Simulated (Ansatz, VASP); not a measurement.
**Two plane-wave programs on W**

Contents of INCAR:

```
  ALGO = Normal
  DIPOL = 0.5 0.5 0.660
  EDIFF = 1E-6
  ENCUT = 400
  GGA = CA
  GGA_COMPAT = F
  IDIPOL = 3
  ISIF = 2
  ISMEAR = 1
  LASPH = T
  LCHARG = F
  LDIPOL = T
  LREAL = F
  LWAVE = F
  NBANDS = 36
  NELM = 120
  NELMDL = -8
  PREC = Accurate
  SIGMA = 0.1
```

KPOINTS

```
k-points
0
Gamma
  10 10 1
```

File POSCAR:

```
W
1.0
    3.2334150174      0.0000000000      0.0000000000
    0.0000000000      3.2334150174      0.0000000000
    0.0000000000      0.0000000000     25.7122028696
W
4
Direct
    0.0000000000      0.0000000000      0.5773937235
    0.5000000000      0.5000000000      0.6278620624
    1.0000000000      0.0000000000      0.6936939450
    0.5000000000      0.5000000000      0.7418882626
```

Input for Ansatz:

```yaml
crystal:
  lattice:
    - [3.2334150174, 0.0, 0.0]
    - [0.0, 3.2334150174, 0.0]
    - [0.0, 0.0, 25.7122028696]
  atoms:
    - { symbol: W, position: [0.0, 0.0, 0.5773937235] }
    - { symbol: W, position: [0.5, 0.5, 0.6278620624] }
    - { symbol: W, position: [1.0, 0.0, 0.693693945] }
    - { symbol: W, position: [0.5, 0.5, 0.7418882626] }
basis:
  ecutwfc: 420
kpoints:
  mp_grid: { grid: [10, 10, 1] }
hamiltonian:
  xc: lda
  pseudopotentials: { kind: paw, azcp: { folder: soft_1 } }
scf:
  occupations: { method: methfessel_paxton, width: 0.1 }
  n_extra_bands: 7
  max_iter: 160
output:
  forces: true
  eigenvalues: true
efield:
  axis: 3
  dipole_correction: true
```

Alike in both runs: task single point; functional LDA; k mesh 10 × 10 × 1; occupations methfessel-paxton of order 1, width 0.1 eV; no spin polarisation.

|  | VASP | Ansatz |
| --- | --- | --- |
| version | VASP 6.6.1 | Ansatz 0.2.0 |
| potentials or method | VASP PAW LDA potentials, release 64 (W_sv), cutoff 400 eV | scalar-relativistic, plane waves, PAW |
| valence electrons in the cell | 56 | 56 |

Ansatz gave:

```
gap on the k mesh at the Fermi level (eV) : none
rms of the force components (eV/Å)        : 0.383
```

Problem. What did VASP give for the same quantities?

Solution. gap on the k mesh at the Fermi level (eV): none; rms of the force components (eV/Å): 0.345.

Ansatz warns that its potentials were made for another functional, while VASP's fit it. LDA's correlation is that of Perdew and Zunger in VASP and of Perdew and Wang (1992) in Ansatz. Atom by atom the forces differ by 0.058 eV/Å (rms over components). A gap of «none» marks a metal or a gap that the smearing closes.

Neither program's run includes spin-orbit coupling.
